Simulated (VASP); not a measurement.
Set up this calculation in VASP 6.6.1, as the native input.

```
Task                   : single point
Functional             : PBEsol
Potentials or basis    : VASP PAW PBE potentials, release 64 (Ta_pv, O)
Cutoff                 : 520 eV
k mesh                 : 12 × 12 × 6
Occupations            : gaussian, width 0.1 eV
Spin                   : no spin polarisation
Dipole correction      : no
Further INCAR settings : ALGO = Normal; EDIFF = 1e-06; NBANDS = 33
```

The structure of Ta4O lies in POSCAR:

```
Ta4O
1.0
    3.2109380230      0.0000000000      0.0000000000
    0.0000000000      3.2109380230      0.0000000000
    0.0000000000      0.0000000000      7.3419834451
Ta O
4 1
Direct
    0.0000000000      0.0000000000      0.5000000000
    0.5000000000      0.5000000000      0.7827831954
    0.5000000000      0.5000000000      0.2172168046
    0.0000000000      0.0000000000      0.0000000000
    0.5000000000      0.5000000000      0.5000000000
```

The input as run:

INCAR

```
SYSTEM = Ta4O
  PREC = Accurate
  ENCUT = 520
  EDIFF = 1E-6
  ISMEAR = 0
  SIGMA = 0.1
  LREAL = .False.
  LASPH = .True.
  NELM = 60
  ALGO = Normal
  ISIF = 2
  LWAVE = .False.
  LCHARG = .False.
  GGA = PS
  NBANDS = 33
```

KPOINTS

```
Automatic mesh
0
Gamma
  12 12 6
  0 0 0
```

Potentials or basis: VASP PAW PBE potentials, release 64 (Ta_pv, O).

Run with:

```console
$ cat potpaw_PBE.64/Ta_pv/POTCAR potpaw_PBE.64/O/POTCAR > POTCAR
$ mpirun -np 1 vasp_std > vasp.out
```

It gave:

```yaml
Pressure: 0.4 GPa
Largest_force: 0.038 eV/Å
Band_gap_on_the_k_mesh: zero (bands 25 and 26 overlap by 1.04 eV)
```

Caveat: the PAW data sets were made with another functional, which shifts forces and pressure a little; spin-orbit coupling is left out, which moves the levels of the heavy elements.

It took 3.4 min on 1 thread of Intel Xeon 8259CL, on a shared host, peak memory 0.33 GiB.
